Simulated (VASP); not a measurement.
Runs of VASP 6.6.1 on KMgF3. The structure is that of space group Pm-3m (No. 221), or close to it. The cells are those of the table. 

```csv
task,level,potentials or basis,cell,k mesh,cutoff (eV),smearing,grid for exact exchange (PRECFOCK),share of exact exchange,screening parameter,gap on the mesh (eV),pressure (GPa),relaxed volume (Å³/atom)
single point,LDA,"VASP PAW LDA potentials, release 64 (K_sv, Mg, F)","a = 3.908 Å, 5 atoms",6 × 6 × 6,520,fermi-dirac 0.02 eV,-,-,-,7.42,-0.8,-
relaxation of cell and atoms,LDA,"VASP PAW LDA potentials, release 64 (K_sv, Mg, F)","relaxed from a = 4.054 Å, 5 atoms",6 × 6 × 6,600,fermi-dirac 0.02 eV,-,-,-,7.52,0.0,11.79
relaxation of cell and atoms,r2SCAN,"VASP PAW PBE potentials, release 64 (K_sv, Mg, F)","relaxed from a = 4.054 Å, 5 atoms",6 × 6 × 6,600,fermi-dirac 0.02 eV,-,-,-,8.36,0.0,12.50
single point,LDA,"VASP PAW LDA potentials, release 64 (K_sv, Mg, F)","a = 3.980 Å, 5 atoms",6 × 6 × 6,520,gaussian 0.01 eV,-,-,-,6.99,-5.0,-
single point,PBEsol,"VASP PAW PBE potentials, release 64 (K_sv, Mg, F)","a = 3.992 Å, 5 atoms",6 × 6 × 6,520,fermi-dirac 0.02 eV,-,-,-,7.09,-0.4,-
single point,PBE,"VASP PAW PBE potentials, release 64 (K_sv, Mg, F)","a = 4.054 Å, 5 atoms",6 × 6 × 6,520,fermi-dirac 0.02 eV,-,-,-,(b),-0.4,-
single point,PBE,"VASP PAW PBE potentials, release 64 (K_sv, Mg, F)","a = 3.980 Å, 5 atoms",4 × 4 × 4,520,gaussian 0.01 eV,-,-,-,7.34,3.7,-
single point,r2SCAN,"VASP PAW PBE potentials, release 64 (K_sv, Mg, F)","a = 3.980 Å, 5 atoms",6 × 6 × 6,520,gaussian 0.01 eV,-,-,-,8.28,-0.6,-
single point,PBE,"VASP PAW PBE potentials, release 64 (K_sv, Mg, F)","a = 3.980 Å, 5 atoms",6 × 6 × 6,520,fermi-dirac 0.02 eV,-,-,-,7.34,3.7,-
single point,HSE06,"VASP PAW PBE potentials, release 64 (K_sv, Mg, F)","a = 3.980 Å, 5 atoms",4 × 4 × 4,520,gaussian 0.01 eV,Fast,0.25,0.2079 1/Å,9.57,1.3,-
relaxation of cell and atoms,PBE,"VASP PAW PBE potentials, release 64 (K_sv, Mg, F)","relaxed from a = 3.986 Å, 5 atoms",6 × 6 × 6,600,fermi-dirac 0.02 eV,-,-,-,6.98,0.0,13.24
relaxation of cell and atoms,PBEsol,"VASP PAW PBE potentials, release 64 (K_sv, Mg, F)","relaxed from a = 4.054 Å, 5 atoms",6 × 6 × 6,600,fermi-dirac 0.02 eV,-,-,-,7.15,0.0,(a)
```

Alike in all rows: no spin polarisation.

Question: Estimate the missing entries.

Answer: (a) 12.63; (b) 6.93.

Caveats: the PAW data sets were made with another functional, which shifts forces and pressure a little (at least some runs); the cell stands under pressure (at least some runs); the cell stands under tension (at least some runs).

A k mesh can miss the band edges.
